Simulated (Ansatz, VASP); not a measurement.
**MgO: VASP beside Ansatz**

Contents of POSCAR:

```
MgO
1.0
    3.4841042127      0.0000000000      0.0522615632
   -1.7420521064      3.0173227576     -0.0261307816
    0.0627853139      0.0000000000      4.1856875957
Mg O
2 2
Direct
    0.6666666667      0.3333333333      0.7500000000
    0.3333333333      0.6666666667      0.2500000000
    0.6666666667      0.3333333333      0.2500000000
    0.3333333333      0.6666666667      0.7500000000
```

INCAR.step1

```
SYSTEM = MgO
ALGO = Normal
EDIFF = 1E-4
ENCUT = 520
GGA = PE
ISMEAR = 0
LASPH = .True.
LCHARG = .False.
LREAL = .False.
LWAVE = .True.
NBANDS = 16
NELM = 80
PREC = Accurate
SIGMA = 0.05
```

INCAR.step2

```
SYSTEM = MgO
ALGO = Normal
EDIFF = 1E-6
ENCUT = 520
ISIF = 2
ISMEAR = 0
ISTART = 1
LASPH = .True.
LCHARG = .False.
LMIXTAU = .True.
LREAL = .False.
LWAVE = .False.
METAGGA = R2SCAN
NBANDS = 16
NELM = 80
PREC = Accurate
SIGMA = 0.05
```

The input KPOINTS:

```
k-points
0
Gamma
  6 6 6
  0 0 0
```

Input for Ansatz:

```yaml
crystal:
  lattice:
    - [3.4841042127, 0.0, 0.0522615632]
    - [-1.7420521064, 3.0173227576, -0.0261307816]
    - [0.0627853139, 0.0, 4.1856875957]
  atoms:
    - { symbol: Mg, position: [0.6666666667, 0.3333333333, 0.75] }
    - { symbol: Mg, position: [0.3333333333, 0.6666666667, 0.25] }
    - { symbol: O, position: [0.6666666667, 0.3333333333, 0.25] }
    - { symbol: O, position: [0.3333333333, 0.6666666667, 0.75] }
basis:
  ecutwfc: 500
kpoints:
  mp_grid: { grid: [6, 6, 6] }
hamiltonian:
  xc: r2scan
scf:
  occupations: { method: gaussian, width: 0.05 }
output:
  forces: true
  stress: true
  eigenvalues: true
```

Change from the starting cell: strain +0.0300 x Voigt [0, 0, 0, 0, 1, 0], atoms carried along.

Alike in both runs: task single point; functional r2SCAN; k mesh 6 × 6 × 6; occupations gaussian, width 0.05 eV; no spin polarisation.

|  | VASP | Ansatz |
| --- | --- | --- |
| version | VASP 6.6.1 | Ansatz 0.2.0 |
| potentials or method | VASP PAW PBE potentials, release 64 (Mg, O), cutoff 520 eV | scalar-relativistic, plane waves, PAW |
| valence electrons in the cell | 16 | 32 |

```tsv
	VASP	Ansatz	Ansatz less VASP
gap on the k mesh at the Fermi level (eV)	4.06	4.07	+0.014
least direct gap on the mesh (eV)	4.06	4.07	+0.014
pressure (GPa)	-0.8	0.1	+0.80
traceless stress, the component that is largest in VASP (GPa)	-3.68	-3.65	+0.024
rms of the force components (eV/Å)	0.004	0.004	+0.0001
```

VASP's potentials were made for PBE, not for r2SCAN. Atom by atom the forces differ by 0.000 eV/Å (rms over components). VASP's potentials hold 16 valence electrons a cell and Ansatz's 32, so a difference there can come from the potentials and not from the codes.
